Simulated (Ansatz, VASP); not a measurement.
Co: VASP beside Ansatz

```
CELL_PARAMETERS angstrom
2.53615 0.00000 0.00000
-1.26807 2.19637 0.00000
0.00000 0.00000 4.14298
ATOMIC_POSITIONS crystal
Co 0.33333 0.66667 0.74014
Co 0.66667 0.33333 0.25986
```

Alike in both runs: task single point; functional r2SCAN; k mesh 12 × 12 × 7; occupations fermi-dirac, width 0.05 eV; collinear spin.

```csv
,VASP,Ansatz
version,VASP 6.6.1,Ansatz 0.2.0
potentials or method,"VASP PAW PBE potentials, release 64 (Co_sv)",Ansatz PAW
plane-wave cutoff (eV),660,500
valence electrons in the cell,34,34
```

Ansatz gave:

| Property | Result |
| --- | --- |
| gap on the k mesh at the Fermi level (eV) | none |
| pressure (GPa) | -14.3 |
| traceless stress, the component that is largest in VASP (GPa) | 1.35 |
| rms of the force components (eV/Å) | 0.016 |
| net moment per atom (μB) | 1.80 |
| size of the moment on the site where the two differ most (μB) | 1.96 |

Problem. Which values does VASP return?

Solution. gap on the k mesh at the Fermi level (eV): none; pressure (GPa): -16.5; traceless stress, the component that is largest in VASP (GPa): 1.40; rms of the force components (eV/Å): 0.012; net moment per atom (μB): 1.80; size of the moment on the site where the two differ most (μB): 1.96.

VASP's potentials were made for PBE, not for r2SCAN. Site moments also hang on the region over which each program counts them. Atom by atom the forces differ by 0.004 eV/Å (rms over components). A gap of «none» marks a metal or a gap that the smearing closes. With one functional, cell and mesh, what is left measures potentials, basis and numerics.

Noted on Ansatz's run: the magnetic or orbital state may not be the lowest.
